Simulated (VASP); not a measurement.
# GdO (F-43m) in VASP: electric field gradients with PBE

Aim: the electric field gradients of GdO with PBE.

Program: VASP 6.6.1. These are calculated values, not measurements. Logs are shortened: lines on timing, memory, paths and dates and some standing lists are left out, and cuts for length are marked.

**1. The cell of the first run**

The structure is cubic, space group F-43m (No. 216). The conventional cell has a = 5.291 Å, b = 5.291 Å, c = 5.291 Å, α = 90.00°, β = 90.00°, γ = 90.00°. Gd (site symmetry -43m) has 4 O at 2.29 Å within 3.0 Å. Within 3.0 Å of O (site symmetry -43m) lie 4 Gd at 2.29 Å.

**2. Electric field gradients, PBE, collinear spin, ferromagnetic start (18.51 Å³/atom)**

INCAR reads:

```
SYSTEM = GdO
PREC = Accurate
ENCUT = 520
EDIFF = 1E-8
ISMEAR = -1
SIGMA = 0.08
LREAL = .FALSE.
LASPH = .TRUE.
NELM = 150
ALGO = Normal
ISIF = 2
LWAVE = .FALSE.
LCHARG = .FALSE.
ISPIN = 2
MAGMOM = 7 0
LORBIT = 11
LMAXMIX = 6
GGA = PE
LEFG = .TRUE.
NBANDS = 23
```

KPOINTS reads:

```
regular mesh
0
G
  12 12 12
  0 0 0
```

POSCAR reads:

```
GdO
1.0
    0.0000000000      2.6453513612      2.6453513612
    2.6453513612      0.0000000000      2.6453513612
    2.6453513612      2.6453513612      0.0000000000
Gd O
1 1
Direct
    0.0000000000      0.0000000000      0.0000000000
    0.7500000000      0.7500000000      0.7500000000
```

Potentials or basis: VASP PAW PBE potentials, release 64 (Gd, O).

Started as:

```
cat potpaw_PBE.64/Gd/POTCAR potpaw_PBE.64/O/POTCAR > POTCAR
mpirun -np 1 vasp_std > vasp.out
```

OUTCAR:

```text
SYSTEM = GdO
   PREC = Accurate
   ENCUT = 520
   EDIFF = 1E-8
   ISMEAR = -1
   LREAL = .FALSE.
   LASPH = .TRUE.
   NELM = 150
   ISIF = 2
   ISPIN = 2
   LORBIT = 11
   GGA = PE

 ion  position               nearest neighbor table
   1  0.000  0.000  0.000-   2 2.29   2 2.29   2 2.29   2 2.29
   2  0.750  0.750  0.750-   1 2.29   1 2.29   1 2.29   1 2.29

  LATTYP: Found a face centered cubic cell.
 ALAT       =     5.2907027224

  Lattice vectors:

 A1 = (   0.0000000000,   2.6453513612,   2.6453513612)
 A2 = (   2.6453513612,   0.0000000000,   2.6453513612)
 A3 = (   2.6453513612,   2.6453513612,   0.0000000000)

Analysis of symmetry for initial positions (statically):
=====================================================================
 Subroutine PRICEL returns:
 Original cell was already a primitive cell.

 Routine SETGRP: Setting up the symmetry group for a
 face centered cubic supercell.

 Subroutine GETGRP returns: Found 24 space group operations
 (whereof 24 operations were pure point group operations)
 out of a pool of 48 trial point group operations.

The static configuration has the point symmetry T_d .

Analysis of symmetry for dynamics (positions and initial velocities):
=====================================================================
 Subroutine PRICEL returns:
 Original cell was already a primitive cell.

 Routine SETGRP: Setting up the symmetry group for a
 face centered cubic supercell.

 Subroutine GETGRP returns: Found 24 space group operations
 (whereof 24 operations were pure point group operations)
 out of a pool of 48 trial point group operations.

The dynamic configuration has the point symmetry T_d .

Analysis of structural, dynamic, and magnetic symmetry:
=====================================================================
 Subroutine PRICEL returns:
 Original cell was already a primitive cell.

 Routine SETGRP: Setting up the symmetry group for a
 face centered cubic supercell.

 Subroutine GETGRP returns: Found 24 space group operations
 (whereof 24 operations were pure point group operations)
 out of a pool of 48 trial point group operations.

The overall configuration has the point symmetry T_d .

 Subroutine INISYM returns: Found 24 space group operations
 (whereof 24 operations are pure point group operations),
 and found     1 'primitive' translations

----------------------------------------------------------------------------------------

                                     Primitive cell

  volume of cell :      37.0237

  direct lattice vectors                    reciprocal lattice vectors
     0.000000000  2.645351361  2.645351361    -0.189010809  0.189010809  0.189010809
     2.645351361  0.000000000  2.645351361     0.189010809 -0.189010809  0.189010809
     2.645351361  2.645351361  0.000000000     0.189010809  0.189010809 -0.189010809

  length of vectors
     3.741091772  3.741091772  3.741091772     0.327376324  0.327376324  0.327376324

  position of ions in fractional coordinates (direct lattice)
     0.000000000  0.000000000  0.000000000
     0.750000000  0.750000000  0.750000000

  ion indices of the primitive-cell ions
   primitive index   ion index
                 1           1
                 2           2

----------------------------------------------------------------------------------------

 KPOINTS: regular mesh

Automatic generation of k-mesh.
 Grid dimensions read from file:
 generate k-points for:   12   12   12

 Generating k-lattice:

  Cartesian coordinates                     Fractional coordinates (reciprocal lattice)
[... 58 lines left out ...]
   ENCUT  =  520.0 eV  38.22 Ry    6.18 a.u.   6.96  6.96  6.96*2*pi/ulx,y,z
   NELM   =    150;   NELMIN=  2; NELMDL= -5     # of ELM steps
   EDIFF  = 0.1E-07   stopping-criterion for ELM
   LREAL  =      F    real-space projection
   EDIFFG = 0.1E-06   stopping-criterion for IOM
   NSW    =      0    number of steps for IOM
   IBRION =     -1    ionic relax: 0-MD 1-quasi-New 2-CG
   NFREE  =      0    steps in history (QN), initial steepest desc. (CG)
   ISIF   =      2    stress and relaxation
   ISYM   =      2    0-nonsym 1-usesym 2-fastsym
   POTIM  = 0.5000    time-step for ionic-motion
   TEBEG  =    0.0;   TEEND  =   0.0 temperature during run
   PSTRESS=    0.0 pullay stress
   NELECT =      24.0000    total number of electrons
   NUPDOWN=      -1.0000    fix difference up-down
   EMIN   =  10.00;   EMAX   =-10.00  energy-range for DOS
   EFERMI =   0.00;   METHOD = LEGACY
   ISMEAR =    -1;   SIGMA  =   0.08  broadening in eV -4-tet -1-fermi 0-gaus
   EFERMI_NEDOS =   21; number of points for ismear=-14 and -15
   IALGO  =     38    algorithm
   IMIX   =      4    mixing-type and parameters
     AMIX     =   0.40;   BMIX     =  1.00
     AMIX_MAG =   1.60;   BMIX_MAG =  1.00
  volume/ion in A,a.u.               =      18.51       124.92
  Fermi-wavevector in a.u.,A,eV,Ry     =   1.416833  2.677425 27.312535  2.007415
  Thomas-Fermi vector in A             =   2.538126
   LORBIT       =     11    0 simple, 1 ext, 2 COOP (PROOUT), +10 PAW based schemes
   GGA     = PE    functional components
   LHFCALC =     F    Hartree Fock is set to
   AEXX    =    0.0000 exact exchange contribution
   IVDW    =     0    specifies the selected vdW correction
   LEPSILON=     F    determine dielectric tensor
   LRPA    =     F    only Hartree local field effects (RPA)
 spin polarized calculation
  energy-cutoff  :      520.00
  volume of cell :       37.02
 maximum number of plane-waves:      1018
   NGX = 13   NGY = 13   NGZ = 13

 number of electron      24.0000010 magnetization       7.5452589

 Free energy of the ion-electron system (eV)
  ---------------------------------------------------
  ext. energy  EPLUGINS =         0.00000000
  ---------------------------------------------------
  free energy    TOTEN  =       -22.02958877 eV

  energy without entropy =      -21.98684154  energy(sigma->0) =      -22.00821516

 E-fermi :   4.5464     XC(G=0): -10.3796

 val. band max:        4.5320719833   @ k =   0.4167   0.2500   0.0833
 cond. band min:       4.5600681008   @ k =   0.3333   0.2500   0.0833
 fundamental gap:      0.0279961175
 Fermi energy:         4.5464096407

 spin component 1

 k-point     1 :       0.0000    0.0000    0.0000
  band No.  band energies     occupation
      1     -40.8996      1.00000
      2     -18.1535      1.00000
      3     -18.1535      1.00000
      4     -18.1535      1.00000
      5     -15.2589      1.00000
      6      -1.7232      1.00000
[... 613 lines left out ...]
     22      12.6744      0.00000
     23      16.2721      0.00000

 [... further k-points ...]

 spin component 2

 k-point     1 :       0.0000    0.0000    0.0000
  band No.  band energies     occupation
      1     -37.7418      1.00000
      2     -15.8411      1.00000
      3     -15.8411      1.00000
      4     -15.8411      1.00000
      5     -15.1999      1.00000
      6      -1.3858      1.00000
[... 613 lines left out ...]
     22      14.0301      0.00000
     23      17.7575      0.00000

 [... further k-points ...]

------------------------ aborting loop because EDIFF is reached ----------------------------------------

  FORCE on cell =-STRESS in cart. coord.  units (eV):
  Direction    XX          YY          ZZ          XY          YZ          ZX
  --------------------------------------------------------------------------------------
  -------------------------------------------------------------------------------------
  Total        1.3977087      1.3977087      1.3977087      0.0000000     -0.0000000      0.0000000
  in kB       60.4849268     60.4849268     60.4849268      0.0000000     -0.0000000      0.0000000
  external PRESSURE =      60.4849268 kB  Pullay stress =       0.0000000 kB

 VOLUME and BASIS-vectors are now :
 -----------------------------------------------------------------------------
  energy-cutoff  :      520.00
  volume of cell :       37.02
      direct lattice vectors                 reciprocal lattice vectors
     0.000000000  2.645351361  2.645351361    -0.189010809  0.189010809  0.189010809
     2.645351361  0.000000000  2.645351361     0.189010809 -0.189010809  0.189010809
     2.645351361  2.645351361  0.000000000     0.189010809  0.189010809 -0.189010809

 POSITION                                       TOTAL-FORCE (eV/Angst)
 -----------------------------------------------------------------------------------
      0.00000      0.00000      0.00000        -0.000000      0.000000      0.000000
      3.96803      3.96803      3.96803         0.000000     -0.000000     -0.000000
 -----------------------------------------------------------------------------------
    total drift:                                0.000000      0.000000      0.000000

  FREE ENERGIE OF THE ION-ELECTRON SYSTEM (eV)
  ---------------------------------------------------
  free  energy   TOTEN  =       -22.0295887714 eV

  energy  without entropy=      -21.9868415422  energy(sigma->0) =      -22.00821516

 Electric field gradients (V/A^2)
---------------------------------------------------------------------
 ion       V_xx      V_yy      V_zz      V_xy      V_xz      V_yz
---------------------------------------------------------------------
   1       0.000     0.000    -0.000     0.002     0.002     0.002
   2      -0.000    -0.000     0.000     0.002     0.002     0.002
---------------------------------------------------------------------

 Electric field gradients after diagonalization (V/A^2)
 (convention: |V_zz| > |V_xx| > |V_yy|)
----------------------------------------------------------------------
 ion       V_xx      V_yy      V_zz     asymmetry (V_yy - V_xx)/ V_zz
----------------------------------------------------------------------
   1      -0.002    -0.002     0.004       0.000
   2      -0.002    -0.002     0.004       0.000
----------------------------------------------------------------------

           NMR quadrupolar parameters

 Cq : quadrupolar parameter    Cq=e*Q*V_zz/h
 eta: asymmetry parameters     (V_yy - V_xx)/ V_zz
 Q  : nuclear electric quadrupole moment in mb (millibarn)
----------------------------------------------------------------------
 ion       Cq(MHz)       eta       Q (mb)
----------------------------------------------------------------------
   1       0.000       0.000       1.000
   2       0.000       0.000       1.000
----------------------------------------------------------------------

 total charge

# of ion       s       p       d       f       tot
--------------------------------------------------
    1        2.036   5.642   0.510   7.077  15.264
    2        1.572   3.452   0.000   0.000   5.023
--------------------------------------------------
tot          3.607   9.094   0.510   7.077  20.288

 magnetization (x)

# of ion       s       p       d       f       tot
--------------------------------------------------
    1        0.001  -0.053   0.182   6.735   6.866
    2        0.002  -0.020   0.000   0.000  -0.018
--------------------------------------------------
tot          0.003  -0.073   0.182   6.735   6.848
```

Wall time 1.8 min (1 thread of Intel Xeon 6975P-C (Granite Rapids), shared host); peak memory 0.25 GiB.

What came out:

```
Free energy                                           : -22.0296 eV
Pressure                                              : 6.0 GPa
Net moment                                            : 7.55 μB per cell
Site moments                                          : Gd +6.87; O -0.02 μB
Largest electric field gradient by atom               : under 0.05 V/Å² on every atom
Valence electrons inside the program's atomic spheres : Gd 15.26; O 5.02
```

Levels at points of the mesh, in eV from the Fermi level:
Spin up:
| k point | band 14 | band 15 | band 16 | band 17 | band 18 | band 19 |
| --- | --- | --- | --- | --- | --- | --- |
| (0.00, 0.00, 0.00) | -4.57 | -4.57 | -2.15 | 2.65 | 2.65 | 4.76 |
| (0.50, 0.00, 0.00) | -4.48 | -4.48 | 0.21 | 2.53 | 2.53 | 3.12 |
| (0.50, 0.50, 0.00) | -4.15 | -4.15 | -0.94 | 1.00 | 4.38 | 4.92 |
Spin down:
| k point | band 4 | band 5 | band 6 | band 7 | band 8 | band 9 | band 10 | band 11 | band 12 | band 13 |
| --- | --- | --- | --- | --- | --- | --- | --- | --- | --- | --- |
| (0.00, 0.00, 0.00) | -20.39 | -19.75 | -5.93 | -5.93 | -5.93 | -1.47 | 0.51 | 0.51 | 0.51 | 0.73 |
| (0.50, 0.00, 0.00) | -20.51 | -18.16 | -5.48 | -5.48 | -5.35 | 0.15 | 0.37 | 0.55 | 0.55 | 0.63 |
| (0.50, 0.50, 0.00) | -20.71 | -17.74 | -6.47 | -4.68 | -4.68 | 0.29 | 0.35 | 0.52 | 0.55 | 0.55 |

Caveat: the cell stands under pressure; spin-orbit coupling is left out, which moves the levels of the heavy elements; a cell with one magnetic atom can't hold antiferromagnetic order, which such compounds often take; semilocal functionals describe open f shells poorly, which spoils levels, moments and volumes.
